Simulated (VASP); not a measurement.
# SnO2 (P4_2/mnm) in VASP: notebook

SnO2 is run at these levels: LDA; tasks: single point.

Everything below comes from runs of VASP 6.6.1. Logs are shortened: lines on timing, memory, paths and dates and some standing lists are left out, and cuts for length are marked.

## Step 1: The cell of the first run

Symmetry: P4_2/mnm, No. 136, tetragonal system. The conventional cell has a = 4.643 Å, b = 4.643 Å, c = 3.186 Å, α = 90.00°, β = 90.00°, γ = 90.00°. Sn (site symmetry mmm) has 6 O at 2.01 to 2.04 Å within 2.7 Å. Within 2.7 Å of O (site symmetry m2m) lie 3 Sn at 2.01 to 2.04 Å and 1 O at 2.55 Å.

## Step 2: Single point, LDA (equal xx and yy strain of -2 %)

File INCAR:

```
SYSTEM = SnO2
ALGO = Normal
EDIFF = 1E-6
ENCUT = 520
GGA = CA
ISIF = 2
ISMEAR = -1
LASPH = .TRUE.
LCHARG = .FALSE.
LREAL = .FALSE.
LWAVE = .FALSE.
NBANDS = 35
NELM = 60
PREC = Accurate
SIGMA = 0.03
```

File KPOINTS:

```
k-points
0
G
  4 4 6
  0 0 0
```

File POSCAR:

```
SnO2
1.0
    4.6426030000      0.0000000000      0.0000000000
    0.0000000000      4.6426030000      0.0000000000
    0.0000000000      0.0000000000      3.1864000000
Sn O
2 4
Direct
    0.0000000000      0.0000000000      0.0000000000
    0.5000000000      0.5000000000      0.5000000000
    0.3056200000      0.3056200000      0.0000000000
    0.1943800000      0.8056200000      0.5000000000
    0.6943800000      0.6943800000      0.0000000000
    0.8056200000      0.1943800000      0.5000000000
```

Potentials or basis: VASP PAW LDA potentials, release 64 (Sn_d, O).

Run with:

```sh
> cat potpaw_LDA.64/Sn_d/POTCAR potpaw_LDA.64/O/POTCAR > POTCAR
> mpirun -np 1 vasp_std > vasp.out
```

OUTCAR:

```text
SYSTEM = SnO2
   EDIFF = 1E-6
   ENCUT = 520
   GGA = CA
   ISIF = 2
   ISMEAR = -1
   LASPH = .TRUE.
   LREAL = .FALSE.
   NELM = 60
   PREC = Accurate

 ion  position               nearest neighbor table
   1  0.000  0.000  0.000-   3 2.01   5 2.01   4 2.04   6 2.04   4 2.04   6 2.04   2 3.65   2 3.65
                             2 3.65   2 3.65   2 3.65   2 3.65   2 3.65   2 3.65
   2  0.500  0.500  0.500-   4 2.01   6 2.01   5 2.04   3 2.04   3 2.04   5 2.04   1 3.65   1 3.65
                             1 3.65   1 3.65   1 3.65   1 3.65   1 3.65   1 3.65
   3  0.306  0.306  0.000-   1 2.01   2 2.04   2 2.04
   4  0.194  0.806  0.500-   2 2.01   1 2.04   1 2.04
   5  0.694  0.694  0.000-   1 2.01   2 2.04   2 2.04
   6  0.806  0.194  0.500-   2 2.01   1 2.04   1 2.04

  LATTYP: Found a simple tetragonal cell.
 ALAT       =     4.6426030000
 C/A-ratio  =     0.6863391076

  Lattice vectors:

 A1 = (   4.6426030000,   0.0000000000,   0.0000000000)
 A2 = (   0.0000000000,   4.6426030000,   0.0000000000)
 A3 = (   0.0000000000,   0.0000000000,   3.1864000000)

Analysis of symmetry for initial positions (statically):
=====================================================================
 Subroutine PRICEL returns:
 Original cell was already a primitive cell.

 Routine SETGRP: Setting up the symmetry group for a
 simple tetragonal supercell.

 Subroutine GETGRP returns: Found 16 space group operations
 (whereof  8 operations were pure point group operations)
 out of a pool of 16 trial point group operations.

The static configuration has the point symmetry D_2h.
 The point group associated with its full space group is D_4h.

Analysis of symmetry for dynamics (positions and initial velocities):
=====================================================================
 Subroutine PRICEL returns:
 Original cell was already a primitive cell.

 Routine SETGRP: Setting up the symmetry group for a
 simple tetragonal supercell.

 Subroutine GETGRP returns: Found 16 space group operations
 (whereof  8 operations were pure point group operations)
 out of a pool of 16 trial point group operations.

The dynamic configuration has the point symmetry D_2h.
 The point group associated with its full space group is D_4h.

 Subroutine INISYM returns: Found 16 space group operations
 (whereof  8 operations are pure point group operations),
 and found     1 'primitive' translations

----------------------------------------------------------------------------------------

                                     Primitive cell

  volume of cell :      68.6789

  direct lattice vectors                    reciprocal lattice vectors
     4.642603000  0.000000000  0.000000000     0.215396406  0.000000000  0.000000000
     0.000000000  4.642603000  0.000000000     0.000000000  0.215396406  0.000000000
     0.000000000  0.000000000  3.186400000     0.000000000  0.000000000  0.313833794

  length of vectors
     4.642603000  4.642603000  3.186400000     0.215396406  0.215396406  0.313833794

  position of ions in fractional coordinates (direct lattice)
     0.000000000  0.000000000  0.000000000
     0.500000000  0.500000000  0.500000000
     0.305620000  0.305620000  0.000000000
     0.194380000  0.805620000  0.500000000
     0.694380000  0.694380000  0.000000000
     0.805620000  0.194380000  0.500000000

  ion indices of the primitive-cell ions
   primitive index   ion index
                 1           1
                 2           2
                 3           3
                 4           4
                 5           5
                 6           6

----------------------------------------------------------------------------------------

 KPOINTS: k-points

Automatic generation of k-mesh.
 Grid dimensions read from file:
 generate k-points for:    4    4    6

 Generating k-lattice:

  Cartesian coordinates                     Fractional coordinates (reciprocal lattice)
     0.053849101  0.000000000  0.000000000     0.250000000  0.000000000  0.000000000
     0.000000000  0.053849101  0.000000000     0.000000000  0.250000000  0.000000000
     0.000000000  0.000000000  0.052305632     0.000000000  0.000000000  0.166666667

  Length of vectors
     0.053849101  0.053849101  0.052305632

  Shift w.r.t. Gamma in fractional coordinates (k-lattice)
     0.000000000  0.000000000  0.000000000

 Subroutine IBZKPT returns following result:
 ===========================================

 Found     24 irreducible k-points:

 Following reciprocal coordinates:
            Coordinates               Weight
  0.000000  0.000000  0.000000      1.000000
  0.250000  0.000000  0.000000      4.000000
  0.500000  0.000000  0.000000      2.000000
  0.250000  0.250000  0.000000      4.000000
  0.500000  0.250000  0.000000      4.000000
  0.500000  0.500000  0.000000      1.000000
[... 16 lines left out ...]
  0.500000  0.250000  0.500000      4.000000
  0.500000  0.500000  0.500000      1.000000
   k-points           NKPTS =     24   k-points in BZ     NKDIM =     24   number of bands    NBANDS=     35
   number of dos      NEDOS =    301   number of ions     NIONS =      6
   total plane-waves  NPLWV =  31104
   dimension x,y,z NGX =    36 NGY =   36 NGZ =   24
   dimension x,y,z NGXF=    72 NGYF=   72 NGZF=   48
   ions per type =               2   4
   NGX,Y,Z   is equivalent  to a cutoff of  12.89, 12.89, 12.52 a.u.
   NGXF,Y,Z  is equivalent  to a cutoff of  25.78, 25.78, 25.04 a.u.
 SYSTEM =  SnO2
   PREC   = accura    normal or accurate (medium, high low for compatibility)
   ISTART =      0    job   : 0-new  1-cont  2-samecut
   ICHARG =      2    charge: 1-file 2-atom 10-const
   ISPIN  =      1    spin polarized calculation?
   LNONCOLLINEAR =      F non collinear calculations
   LSORBIT =      F    spin-orbit coupling
   LASPH  =      T    aspherical Exc in radial PAW
   ENCUT  =  520.0 eV  38.22 Ry    6.18 a.u.   8.63  8.63  5.92*2*pi/ulx,y,z
   NELM   =     60;   NELMIN=  2; NELMDL= -5     # of ELM steps
   EDIFF  = 0.1E-05   stopping-criterion for ELM
   LREAL  =      F    real-space projection
   EDIFFG = 0.1E-04   stopping-criterion for IOM
   NSW    =      0    number of steps for IOM
   IBRION =     -1    ionic relax: 0-MD 1-quasi-New 2-CG
   NFREE  =      0    steps in history (QN), initial steepest desc. (CG)
   ISIF   =      2    stress and relaxation
   ISYM   =      2    0-nonsym 1-usesym 2-fastsym
   POTIM  = 0.5000    time-step for ionic-motion
   TEBEG  =    0.0;   TEEND  =   0.0 temperature during run
   PSTRESS=    0.0 pullay stress
   NELECT =      52.0000    total number of electrons
   NUPDOWN=      -1.0000    fix difference up-down
   EMIN   =  10.00;   EMAX   =-10.00  energy-range for DOS
   EFERMI =   0.00;   METHOD = LEGACY
   ISMEAR =    -1;   SIGMA  =   0.03  broadening in eV -4-tet -1-fermi 0-gaus
   EFERMI_NEDOS =   21; number of points for ismear=-14 and -15
   IALGO  =     38    algorithm
   IMIX   =      4    mixing-type and parameters
     AMIX     =   0.40;   BMIX     =  1.00
     AMIX_MAG =   1.60;   BMIX_MAG =  1.00
  volume/ion in A,a.u.               =      11.45        77.24
  Fermi-wavevector in a.u.,A,eV,Ry     =   1.492112  2.819683 30.291995  2.226399
  Thomas-Fermi vector in A             =   2.604682
   LORBIT       =      0    0 simple, 1 ext, 2 COOP (PROOUT), +10 PAW based schemes
   GGA     = CA    functional components
   LHFCALC =     F    Hartree Fock is set to
   AEXX    =    0.0000 exact exchange contribution
   IVDW    =     0    specifies the selected vdW correction
   LEPSILON=     F    determine dielectric tensor
   LRPA    =     F    only Hartree local field effects (RPA)
 non-spin polarized calculation
  energy-cutoff  :      520.00
  volume of cell :       68.68
 maximum number of plane-waves:      1876
 NGX is ok and might be reduce to    36
   NGX = 17   NGY = 17   NGZ = 11

 number of electron      51.9999999 magnetization

 Free energy of the ion-electron system (eV)
  ---------------------------------------------------
  ext. energy  EPLUGINS =         0.00000000
  ---------------------------------------------------
  free energy    TOTEN  =       -42.19889526 eV

  energy without entropy =      -42.19889526  energy(sigma->0) =      -42.19889526

 E-fermi :   6.9829     XC(G=0): -12.0242

 val. band max:        6.3648190964   @ k =   0.0000   0.0000   0.0000
 cond. band min:       7.9360475850   @ k =   0.0000   0.0000   0.0000
 fundamental gap:      1.5712284886
 Fermi energy:         6.9828845728

 k-point     1 :       0.0000    0.0000    0.0000
  band No.  band energies     occupation
      1     -14.7131      2.00000
      2     -13.8185      2.00000
      3     -13.5223      2.00000
      4     -13.5024      2.00000
      5     -13.5024      2.00000
      6     -13.4818      2.00000
[... 27 lines left out ...]
     34      18.9067      0.00000
     35      19.0631      0.00000

 k-point     2 :       0.2500    0.0000    0.0000
  band No.  band energies     occupation
      1     -14.6067      2.00000
      2     -13.9499      2.00000
      3     -13.5363      2.00000
      4     -13.5250      2.00000
      5     -13.4972      2.00000
      6     -13.4970      2.00000
[... 27 lines left out ...]
     34      18.7969      0.00000
     35      18.9640      0.00000

 k-point     3 :       0.5000    0.0000    0.0000
  band No.  band energies     occupation
      1     -14.3107      2.00000
      2     -14.3107      2.00000
      3     -13.5358      2.00000
      4     -13.5358      2.00000
      5     -13.4916      2.00000
      6     -13.4916      2.00000
[... 27 lines left out ...]
     34      18.8071      0.00000
     35      18.9586      0.00000

 k-point     4 :       0.2500    0.2500    0.0000
  band No.  band energies     occupation
      1     -14.5566      2.00000
      2     -14.1033      2.00000
      3     -13.5371      2.00000
      4     -13.5068      2.00000
      5     -13.5042      2.00000
      6     -13.4916      2.00000
[... 27 lines left out ...]
     34      18.6080      0.00000
     35      18.7397      0.00000

 k-point     5 :       0.5000    0.2500    0.0000
  band No.  band energies     occupation
      1     -14.3790      2.00000
      2     -14.3790      2.00000
      3     -13.5123      2.00000
      4     -13.5123      2.00000
      5     -13.4990      2.00000
      6     -13.4990      2.00000
[... 638 lines left out ...]
 k-point    22 :       0.2500    0.2500    0.5000
  band No.  band energies     occupation
      1     -14.5995      2.00000
      2     -14.3597      2.00000
      3     -13.9427      2.00000
      4     -13.5186      2.00000
      5     -13.3399      2.00000
      6     -13.3320      2.00000
[... 27 lines left out ...]
     34      18.5737      0.00000
     35      18.9350      0.00000

 k-point    23 :       0.5000    0.2500    0.5000
  band No.  band energies     occupation
      1     -14.5119      2.00000
      2     -14.5119      2.00000
      3     -13.7165      2.00000
      4     -13.7165      2.00000
      5     -13.3348      2.00000
      6     -13.3348      2.00000
[... 27 lines left out ...]
     34      18.0824      0.00000
     35      19.2372      0.00000

 k-point    24 :       0.5000    0.5000    0.5000
  band No.  band energies     occupation
      1     -14.3692      2.00000
      2     -14.3692      2.00000
      3     -13.9512      2.00000
      4     -13.9512      2.00000
      5     -13.3271      2.00000
      6     -13.3271      2.00000
[... 27 lines left out ...]
     34      17.7155      0.00000
     35      19.6129      0.00000

------------------------ aborting loop because EDIFF is reached ----------------------------------------

  FORCE on cell =-STRESS in cart. coord.  units (eV):
  Direction    XX          YY          ZZ          XY          YZ          ZX
  --------------------------------------------------------------------------------------
  -------------------------------------------------------------------------------------
  Total        3.9861318      3.9861318      3.3314053      0.0000000      0.0000000      0.0000000
  in kB       92.9905570     92.9905570     77.7167557      0.0000000      0.0000000      0.0000000
  external PRESSURE =      87.8992899 kB  Pullay stress =       0.0000000 kB

 VOLUME and BASIS-vectors are now :
 -----------------------------------------------------------------------------
  energy-cutoff  :      520.00
  volume of cell :       68.68
      direct lattice vectors                 reciprocal lattice vectors
     4.642603000  0.000000000  0.000000000     0.215396406  0.000000000  0.000000000
     0.000000000  4.642603000  0.000000000     0.000000000  0.215396406  0.000000000
     0.000000000  0.000000000  3.186400000     0.000000000  0.000000000  0.313833794

 POSITION                                       TOTAL-FORCE (eV/Angst)
 -----------------------------------------------------------------------------------
      0.00000      0.00000      0.00000         0.000000     -0.000000      0.000000
      2.32130      2.32130      1.59320         0.000000     -0.000000      0.000000
      1.41887      1.41887      0.00000         0.022125      0.022125     -0.000000
      0.90243      3.74017      1.59320        -0.022125      0.022125      0.000000
      3.22373      3.22373      0.00000        -0.022125     -0.022125      0.000000
      3.74017      0.90243      1.59320         0.022125     -0.022125      0.000000
 -----------------------------------------------------------------------------------
    total drift:                                0.000000      0.000000      0.000000

  FREE ENERGIE OF THE ION-ELECTRON SYSTEM (eV)
  ---------------------------------------------------
  free  energy   TOTEN  =       -42.1988952590 eV

  energy  without entropy=      -42.1988952590  energy(sigma->0) =      -42.19889526
```

Run time: 37 s. Hardware: 1 thread of Intel Xeon Platinum 8259CL at 2.50GHz (Skylake/Cascade Lake), shared host; peak memory 0.17 GiB.

What came out:

```yaml
Free_energy: -42.1989 eV
Pressure: 8.8 GPa
Largest_force: 0.031 eV/Å
Band_gap_on_the_k_mesh: 1.57 eV, direct
```

Forces in eV/Å, atoms in the order of the input:
```
Sn   0.000  0.000  0.000
Sn   0.000  0.000  0.000
O    0.022  0.022  0.000
O   -0.022  0.022  0.000
O   -0.022 -0.022  0.000
O    0.022 -0.022  0.000
```

Levels at points of the mesh, in eV from the valence-band top:
```
           k point  band 24  band 25  band 26  band 27  band 28  band 29
(0.00, 0.00, 0.00)    -0.82    -0.82     0.00     1.57     6.15     6.15
(0.50, 0.00, 0.00)    -1.25    -0.65    -0.65     4.73     4.73     6.93
(0.50, 0.50, 0.00)    -1.38    -0.91    -0.91     5.11     5.11     7.52
(0.00, 0.00, 0.50)    -1.83    -1.33    -1.33     6.48     6.48     9.84
(0.50, 0.00, 0.50)    -1.18    -0.64    -0.64     6.79     6.79     8.29
(0.50, 0.50, 0.50)    -1.00    -0.86    -0.86     5.09     5.09     8.84
```

Caveat: the cell differs from its parent crystal (equal xx and yy strain of -2 %); spin-orbit coupling is left out, which moves the levels of the heavy elements.

[end of part 1 of 2]
